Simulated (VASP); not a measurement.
# Al4N3 (a cell with a defect) in VASP: a series of runs

The runs below take Al4N3 (a cell with a defect) through single point, with PBE.

Everything below comes from runs of VASP 6.6.1. Logs are shortened: lines on timing, memory, paths and dates and some standing lists are left out, and cuts for length are marked.

### Step 1. The cell of the first run

The cell holds a defect, 7 atoms: a = 4.403 Å, b = 4.403 Å, c = 4.403 Å, α = 90.00°, β = 90.00°, γ = 90.00°.

### Step 2. Single point, PBE

INCAR reads:

```
PREC = Accurate
ENCUT = 520
EDIFF = 1E-7
ISMEAR = 0
SIGMA = 0.01
LREAL = F
LASPH = T
NELM = 100
ALGO = Normal
ISIF = 2
LWAVE = F
LCHARG = F
GGA = PE
NBANDS = 22
NELECT = 26.0
```

KPOINTS reads:

```
regular mesh
0
Gamma
  3 3 3
```

POSCAR reads:

```
Al4N3
1.0
    0.0000000000     -4.4031742015      0.0000000000
    0.0000000000      0.0000000000     -4.4031742015
    4.4031742015      0.0000000000      0.0000000000
Al N
4 3
Direct
    0.0047782829      0.0047782829      0.0047782829
    0.4952217171      0.0047782829      0.4952217171
    0.0047782829      0.4952217171      0.4952217171
    0.4952217171      0.4952217171      0.0047782829
    0.2500000000      0.7500000000      0.2500000000
    0.7500000000      0.2500000000      0.2500000000
    0.2500000000      0.2500000000      0.7500000000
```

Potentials or basis: VASP PAW PBE potentials, release 64 (Al, N).

Launch:

```console
$ cat potpaw_PBE.64/Al/POTCAR potpaw_PBE.64/N/POTCAR > POTCAR
$ mpirun -np 1 vasp_std > vasp.out
```

OUTCAR:

```text
PREC = Accurate
   ENCUT = 520
   EDIFF = 1E-7
   ISMEAR = 0
   LREAL = F
   LASPH = T
   NELM = 100
   ISIF = 2
   GGA = PE
   NELECT = 26.0

 ion  position               nearest neighbor table
   1  0.005  0.005  0.005-   5 1.89   6 1.89   7 1.89   2 3.05   3 3.05   4 3.05   2 3.11   3 3.11
                             3 3.11   4 3.11   2 3.11   4 3.11   3 3.17   2 3.17   4 3.17
   2  0.495  0.005  0.495-   5 1.89   6 1.89   7 1.89   1 3.05   3 3.05   4 3.05   1 3.11   4 3.11
                             1 3.11   3 3.11   3 3.11   4 3.11   4 3.17   1 3.17   3 3.17
   3  0.005  0.495  0.495-   5 1.89   6 1.89   7 1.89   1 3.05   2 3.05   4 3.05   1 3.11   4 3.11
                             1 3.11   2 3.11   2 3.11   4 3.11   4 3.17   1 3.17   2 3.17
   4  0.495  0.495  0.005-   5 1.89   6 1.89   7 1.89   1 3.05   2 3.05   3 3.05   1 3.11   2 3.11
                             1 3.11   3 3.11   2 3.11   3 3.11   2 3.17   1 3.17   3 3.17
   5  0.250  0.750  0.250-   1 1.89   2 1.89   3 1.89   4 1.89
   6  0.750  0.250  0.250-   1 1.89   2 1.89   3 1.89   4 1.89
   7  0.250  0.250  0.750-   1 1.89   2 1.89   3 1.89   4 1.89

  LATTYP: Found a simple cubic cell.
 ALAT       =     4.4031742015

  Lattice vectors:

 A1 = (   0.0000000000,  -4.4031742015,   0.0000000000)
 A2 = (   0.0000000000,   0.0000000000,  -4.4031742015)
 A3 = (   4.4031742015,   0.0000000000,   0.0000000000)

Analysis of symmetry for initial positions (statically):
=====================================================================
 Subroutine PRICEL returns:
 Original cell was already a primitive cell.

 Routine SETGRP: Setting up the symmetry group for a
 simple cubic supercell.

 Subroutine GETGRP returns: Found 24 space group operations
 (whereof  6 operations were pure point group operations)
 out of a pool of 48 trial point group operations.

The static configuration has the point symmetry C_3v.
 The point group associated with its full space group is T_d .

Analysis of symmetry for dynamics (positions and initial velocities):
=====================================================================
 Subroutine PRICEL returns:
 Original cell was already a primitive cell.

 Routine SETGRP: Setting up the symmetry group for a
 simple cubic supercell.

 Subroutine GETGRP returns: Found 24 space group operations
 (whereof  6 operations were pure point group operations)
 out of a pool of 48 trial point group operations.

The dynamic configuration has the point symmetry C_3v.
 The point group associated with its full space group is T_d .

 Subroutine INISYM returns: Found 24 space group operations
 (whereof  6 operations are pure point group operations),
 and found     1 'primitive' translations

----------------------------------------------------------------------------------------

                                     Primitive cell

  volume of cell :      85.3685

  direct lattice vectors                    reciprocal lattice vectors
     0.000000000 -4.403174201  0.000000000     0.000000000 -0.227108889  0.000000000
     0.000000000  0.000000000 -4.403174201     0.000000000  0.000000000 -0.227108889
     4.403174201  0.000000000  0.000000000     0.227108889  0.000000000  0.000000000

  length of vectors
     4.403174201  4.403174201  4.403174201     0.227108889  0.227108889  0.227108889

  position of ions in fractional coordinates (direct lattice)
     0.004778283  0.004778283  0.004778283
     0.495221717  0.004778283  0.495221717
     0.004778283  0.495221717  0.495221717
     0.495221717  0.495221717  0.004778283
     0.250000000  0.750000000  0.250000000
     0.750000000  0.250000000  0.250000000
     0.250000000  0.250000000  0.750000000

  ion indices of the primitive-cell ions
   primitive index   ion index
                 1           1
                 2           2
                 3           3
                 4           4
                 5           5
                 6           6
                 7           7

----------------------------------------------------------------------------------------

 KPOINTS: regular mesh

Automatic generation of k-mesh.
 Grid dimensions read from file:
 generate k-points for:    3    3    3

 Generating k-lattice:

  Cartesian coordinates                     Fractional coordinates (reciprocal lattice)
     0.000000000 -0.075702963  0.000000000     0.333333333  0.000000000  0.000000000
     0.000000000  0.000000000 -0.075702963     0.000000000  0.333333333  0.000000000
     0.075702963  0.000000000  0.000000000     0.000000000  0.000000000  0.333333333

  Length of vectors
     0.075702963  0.075702963  0.075702963

  Shift w.r.t. Gamma in fractional coordinates (k-lattice)
     0.000000000  0.000000000  0.000000000

 Subroutine IBZKPT returns following result:
 ===========================================

 Found      4 irreducible k-points:

 Following reciprocal coordinates:
            Coordinates               Weight
  0.000000  0.000000  0.000000      1.000000
  0.333333  0.000000  0.000000      6.000000
  0.333333  0.333333  0.000000     12.000000
  0.333333  0.333333  0.333333      8.000000
   k-points           NKPTS =      4   k-points in BZ     NKDIM =      4   number of bands    NBANDS=     22
   number of dos      NEDOS =    301   number of ions     NIONS =      7
   total plane-waves  NPLWV =  46656
   dimension x,y,z NGX =    36 NGY =   36 NGZ =   36
   dimension x,y,z NGXF=    72 NGYF=   72 NGZF=   72
   ions per type =               4   3
   NGX,Y,Z   is equivalent  to a cutoff of  13.59, 13.59, 13.59 a.u.
   NGXF,Y,Z  is equivalent  to a cutoff of  27.18, 27.18, 27.18 a.u.
 SYSTEM =  unknown system
   PREC   = accura    normal or accurate (medium, high low for compatibility)
   ISTART =      0    job   : 0-new  1-cont  2-samecut
   ICHARG =      2    charge: 1-file 2-atom 10-const
   ISPIN  =      1    spin polarized calculation?
   LNONCOLLINEAR =      F non collinear calculations
   LSORBIT =      F    spin-orbit coupling
   LASPH  =      T    aspherical Exc in radial PAW
   ENCUT  =  520.0 eV  38.22 Ry    6.18 a.u.   8.19  8.19  8.19*2*pi/ulx,y,z
   NELM   =    100;   NELMIN=  2; NELMDL= -5     # of ELM steps
   EDIFF  = 0.1E-06   stopping-criterion for ELM
   LREAL  =      F    real-space projection
   EDIFFG = 0.1E-05   stopping-criterion for IOM
   NSW    =      0    number of steps for IOM
   IBRION =     -1    ionic relax: 0-MD 1-quasi-New 2-CG
   NFREE  =      0    steps in history (QN), initial steepest desc. (CG)
   ISIF   =      2    stress and relaxation
   ISYM   =      2    0-nonsym 1-usesym 2-fastsym
   POTIM  = 0.5000    time-step for ionic-motion
   TEBEG  =    0.0;   TEEND  =   0.0 temperature during run
   PSTRESS=    0.0 pullay stress
   NELECT =      26.0000    total number of electrons
   NUPDOWN=      -1.0000    fix difference up-down
   EMIN   =  10.00;   EMAX   =-10.00  energy-range for DOS
   EFERMI =   0.00;   METHOD = LEGACY
   ISMEAR =     0;   SIGMA  =   0.01  broadening in eV -4-tet -1-fermi 0-gaus
   EFERMI_NEDOS =   21; number of points for ismear=-14 and -15
   IALGO  =     38    algorithm
   IMIX   =      4    mixing-type and parameters
     AMIX     =   0.40;   BMIX     =  1.00
     AMIX_MAG =   1.60;   BMIX_MAG =  1.00
  volume/ion in A,a.u.               =      12.20        82.30
  Fermi-wavevector in a.u.,A,eV,Ry     =   1.101455  2.081448 16.506630  1.213203
  Thomas-Fermi vector in A             =   2.237882
   LORBIT       =      0    0 simple, 1 ext, 2 COOP (PROOUT), +10 PAW based schemes
   GGA     = PE    functional components
   LHFCALC =     F    Hartree Fock is set to
   AEXX    =    0.0000 exact exchange contribution
   IVDW    =     0    specifies the selected vdW correction
   LEPSILON=     F    determine dielectric tensor
   LRPA    =     F    only Hartree local field effects (RPA)
 non-spin polarized calculation
 Gauss-broadening in eV      SIGMA  =   0.01
  energy-cutoff  :      520.00
  volume of cell :       85.37
 maximum number of plane-waves:      2325
 NGX is ok and might be reduce to    36
   NGX = 17   NGY = 17   NGZ = 17

 number of electron      25.9999998 magnetization

 Free energy of the ion-electron system (eV)
  ---------------------------------------------------
  ext. energy  EPLUGINS =         0.00000000
  ---------------------------------------------------
  free energy    TOTEN  =       -54.16203887 eV

  energy without entropy =      -54.16203887  energy(sigma->0) =      -54.16203887

 E-fermi :   6.0588     XC(G=0): -10.2486

 val. band max:        6.0120312821   @ k =   0.3333   0.3333   0.0000
 cond. band min:       7.9340443664   @ k =   0.3333   0.0000   0.0000
 fundamental gap:      1.9220130842
 Fermi energy:         6.0587613835

 k-point     1 :       0.0000    0.0000    0.0000
  band No.  band energies     occupation
      1      -9.2867      2.00000
      2      -7.2062      2.00000
      3      -7.2062      2.00000
      4       0.8248      2.00000
      5       0.8248      2.00000
      6       0.8248      2.00000
      7       3.2520      2.00000
      8       3.3640      2.00000
      9       3.3640      2.00000
     10       3.3640      2.00000
     11       4.3215      2.00000
     12       4.3215      2.00000
     13       4.3215      2.00000
     14       8.5960      0.00000
     15       8.8366      0.00000
     16       8.8366      0.00000
     17      11.9029      0.00000
     18      11.9029      0.00000
     19      11.9029      0.00000
     20      14.0197      0.00000
     21      14.0197      0.00000
     22      14.0197      0.00000

 k-point     2 :       0.3333    0.0000    0.0000
  band No.  band energies     occupation
      1      -8.8901      2.00000
      2      -7.7251      2.00000
      3      -7.1696      2.00000
      4       0.6701      2.00000
      5       1.2844      2.00000
      6       1.2844      2.00000
      7       2.6303      2.00000
      8       2.7251      2.00000
      9       2.8712      2.00000
     10       2.8712      2.00000
     11       4.1154      2.00000
     12       4.1154      2.00000
     13       5.3705      2.00000
     14       7.9340      0.00000
     15      10.2736      0.00000
     16      10.6720      0.00000
     17      10.9265      0.00000
     18      10.9265      0.00000
     19      12.3412      0.00000
     20      14.7542      0.00000
     21      15.9738      0.00000
     22      16.0987      0.00000

 k-point     3 :       0.3333    0.3333    0.0000
  band No.  band energies     occupation
      1      -8.5303      2.00000
      2      -7.7469      2.00000
      3      -7.4798      2.00000
      4       0.0075      2.00000
      5       1.1010      2.00000
      6       1.7814      2.00000
      7       1.8572      2.00000
      8       2.2930      2.00000
      9       2.8662      2.00000
     10       3.4936      2.00000
     11       3.8933      2.00000
     12       4.4073      2.00000
     13       6.0120      2.00000
     14       8.8190      0.00000
     15       9.3610      0.00000
     16      10.0122      0.00000
     17      11.4554      0.00000
     18      11.8147      0.00000
     19      14.4169      0.00000
     20      15.3521      0.00000
     21      15.8215      0.00000
     22      15.9639      0.00000

 k-point     4 :       0.3333    0.3333    0.3333
  band No.  band energies     occupation
      1      -8.2450      2.00000
      2      -7.6805      2.00000
      3      -7.6805      2.00000
      4      -0.1923      2.00000
      5       0.5279      2.00000
      6       0.7426      2.00000
      7       0.7426      2.00000
      8       3.5597      2.00000
      9       3.5597      2.00000
     10       4.2333      2.00000
     11       4.4674      2.00000
     12       4.4674      2.00000
     13       5.0534      2.00000
     14       9.0790      0.00000
     15      10.3641      0.00000
     16      10.3641      0.00000
     17      12.1464      0.00000
     18      13.8613      0.00000
     19      13.8613      0.00000
     20      14.6163      0.00000
     21      14.6163      0.00000
     22      14.7326      0.00000

------------------------ aborting loop because EDIFF is reached ----------------------------------------

  FORCE on cell =-STRESS in cart. coord.  units (eV):
  Direction    XX          YY          ZZ          XY          YZ          ZX
  --------------------------------------------------------------------------------------
  -------------------------------------------------------------------------------------
  Total      -10.7643062    -10.7643062    -10.7643062      0.0000000      0.0000000      0.0000000
  in kB     -202.0221666   -202.0221666   -202.0221666      0.0000000      0.0000000      0.0000000
  external PRESSURE =    -202.0221666 kB  Pullay stress =       0.0000000 kB

 VOLUME and BASIS-vectors are now :
 -----------------------------------------------------------------------------
  energy-cutoff  :      520.00
  volume of cell :       85.37
      direct lattice vectors                 reciprocal lattice vectors
     0.000000000 -4.403174201  0.000000000     0.000000000 -0.227108889  0.000000000
     0.000000000  0.000000000 -4.403174201     0.000000000  0.000000000 -0.227108889
     4.403174201  0.000000000  0.000000000     0.227108889  0.000000000  0.000000000

 POSITION                                       TOTAL-FORCE (eV/Angst)
 -----------------------------------------------------------------------------------
      0.02104     -0.02104     -0.02104         0.009976     -0.009976     -0.009976
      2.18055     -2.18055     -0.02104        -0.009976      0.009976     -0.009976
      2.18055     -0.02104     -2.18055        -0.009976     -0.009976      0.009976
      0.02104     -2.18055     -2.18055         0.009976      0.009976      0.009976
      1.10079     -1.10079     -3.30238        -0.000000      0.000000     -0.000000
      1.10079     -3.30238     -1.10079        -0.000000      0.000000     -0.000000
      3.30238     -1.10079     -1.10079         0.000000      0.000000     -0.000000
 -----------------------------------------------------------------------------------
    total drift:                                0.000000     -0.000000     -0.000000

  FREE ENERGIE OF THE ION-ELECTRON SYSTEM (eV)
  ---------------------------------------------------
  free  energy   TOTEN  =       -54.1620388716 eV

  energy  without entropy=      -54.1620388716  energy(sigma->0) =      -54.16203887
```

Wall time 9.3 s (1 thread of Intel Xeon Platinum 8488C (Sapphire Rapids), shared host); peak memory 0.19 GiB.

Results:

```
Free energy   : -54.1620 eV
Largest force : 0.017 eV/Å
```

Forces on the atoms (eV/Å):
```
Al   0.010 -0.010 -0.010
Al  -0.010  0.010 -0.010
Al  -0.010 -0.010  0.010
Al   0.010  0.010  0.010
N    0.000  0.000  0.000
N    0.000  0.000  0.000
N    0.000  0.000  0.000
```

Caveat: the k points lie up to 0.48 Å⁻¹ apart; the cell carries a net charge on a neutralising background, which shifts energy and pressure; the cell is charged against a uniform background, so pressure and absolute levels hang on convention.

(Continued in part 2 of 2.)
